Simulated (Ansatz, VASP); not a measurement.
# Two plane-wave programs on BiS7

```
Bi S
1.0
     6.82484    0.00000    0.00000
    -3.41242    5.91048    0.00000
     0.00000    0.00000    5.11051
Bi S
1 7
Direct
  0.00000 0.00000 0.50000
  0.51721 0.48279 0.18246
  0.51721 0.03441 0.18246
  0.96559 0.48279 0.18246
  0.48279 0.51721 0.81754
  0.03441 0.51721 0.81754
  0.48279 0.96559 0.81754
  0.00000 0.00000 0.00000
```

Alike in both runs: task relaxation of cell and atoms; functional PBE; k mesh 6 × 6 × 6; occupations gaussian, width 0.1 eV; no spin polarisation.

```csv
,VASP,Ansatz
version,VASP 6.6.1,Ansatz 0.2.0
potentials or method,"VASP PAW PBE potentials, release 64 (Bi_d, S), cutoff 600 eV","scalar-relativistic, plane waves, PAW"
valence electrons in the cell,57,57
```

Ansatz gave:

```
gap on the k mesh at the Fermi level, each at its own relaxed structure (eV) : none
relaxed volume (Å³/atom)                                                     : 24.75
relaxed length of the cell vector where the two differ most in proportion (Å)              : 6.741
```

What did VASP give for the same quantities?

gap on the k mesh at the Fermi level, each at its own relaxed structure (eV): none; relaxed volume (Å³/atom): 24.69; relaxed length of the cell vector where the two differ most in proportion (Å): 6.732.

A gap of «none» marks a metal or a gap that the smearing closes.

Spin-orbit coupling is off throughout.
